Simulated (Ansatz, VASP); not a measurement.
NaF: VASP beside Ansatz

```
CELL_PARAMETERS angstrom
0.00000 2.20714 2.32330
2.20714 0.00000 2.32330
2.20714 2.20714 0.00000
ATOMIC_POSITIONS crystal
Na 0.00000 0.00000 0.00000
F 0.50000 0.50000 0.50000
```

Change from the starting cell: strain -0.050 along x and y, +0.000 along z, atoms carried along.

Alike in both runs: task single point; functional PBEsol; k mesh 8 × 8 × 8; occupations gaussian, width 0.05 eV; no spin polarisation.

```csv
,VASP,Ansatz
version,VASP 6.6.1,Ansatz 0.2.0
potentials or method,"VASP PAW PBE potentials, release 64 (Na_pv, F), cutoff 520 eV","scalar-relativistic, plane waves, PAW"
valence electrons in the cell,14,16
```

|  | VASP | Ansatz | Ansatz less VASP |
| --- | --- | --- | --- |
| gap on the k mesh at the Fermi level (eV) | 6.67 | 6.69 | +0.024 |
| least direct gap on the mesh (eV) | 6.67 | 6.69 | +0.024 |
| pressure (GPa) | 6.0 | 5.9 | -0.08 |
| traceless stress, the component that is largest in VASP (GPa) | -4.23 | -4.05 | +0.184 |

VASP's potentials were made for PBE, not for PBEsol. The functional is the same, so the differences come from potentials, cutoffs and numerics. VASP's potentials hold 14 valence electrons a cell and Ansatz's 16, so a difference there can come from the potentials and not from the codes.
